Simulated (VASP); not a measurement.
Set up this calculation in VASP 6.6.1, as the native input.

| Quantity | Value |
| --- | --- |
| Task | relaxation of cell and atoms |
| Functional | PBEsol |
| Potentials or basis | VASP PAW PBE potentials, release 64 (Sn_d) |
| Cutoff | 600 eV |
| k mesh | 6 × 6 × 6 |
| Occupations | fermi-dirac, width 0.02 eV |
| Spin | no spin polarisation |
| Dipole correction | no |
| Further INCAR settings | ALGO = Normal; EDIFF = 1e-06; IBRION = 2; EDIFFG = -0.01; NSW = 60; ISIF = 3 |

The structure of Sn lies in POSCAR:

```
Sn
1.0
    0.0000000000      3.2333430000      3.2333430000
    3.2333430000      0.0000000000      3.2333430000
    3.2333430000      3.2333430000      0.0000000000
Sn
2
Direct
    0.0000000000      0.0000000000      0.0000000000
    0.2500000000      0.2500000000      0.2500000000
```

One way to write it, as run:

INCAR

```
SYSTEM = Sn
PREC     = Accurate       ! precision mode
ENCUT    = 600            ! plane-wave cutoff, eV
EDIFF    = 1E-6           ! SCF threshold, eV
ISMEAR   = -1             ! smearing method
SIGMA    = 0.02           ! smearing width, eV
LREAL    = .False.        ! projectors in reciprocal space
LASPH    = .True.         ! aspherical terms in the spheres
NELM     = 60             ! most SCF steps
ALGO     = Normal         ! electronic algorithm
ISIF     = 3              ! what is computed and relaxed
LWAVE    = .False.        ! write WAVECAR
LCHARG   = .False.        ! write CHGCAR
GGA      = PS             ! functional
IBRION   = 2              ! ionic algorithm
NSW      = 60             ! ionic steps
EDIFFG   = -0.01          ! ionic threshold
```

KPOINTS

```
regular mesh
0
Gamma
  6 6 6
  0 0 0
```

Potentials or basis: VASP PAW PBE potentials, release 64 (Sn_d).

Run with:

```sh
$ cat potpaw_PBE.64/Sn_d/POTCAR > POTCAR
$ mpirun -np 1 vasp_std > vasp.out
```

Results of the run:

* Relaxed volume: 34.98 Å³/atom
* Relaxed cell: a = 4.625 Å, b = 4.625 Å, c = 4.625 Å, α = 60.00°, β = 60.00°, γ = 60.00°
* Space group after relaxing (to 0.05 Å): Fd-3m (No. 227)
* Energy gained by relaxing: 5.6 meV/atom
* Ionic steps: 3
* Pressure after relaxing: 0.0 GPa
* Band gap on the k mesh: zero (band 14 reaches 5.34 eV, above the bottom of band 15 at 5.14 eV)

Caveat: the PAW data sets were made with another functional, which shifts forces and pressure a little; spin-orbit coupling is left out, which moves the levels of the heavy elements.

Run time: 120 s on 1 thread of AMD EPYC 7R13 (shared host), peak memory 0.22 GiB.
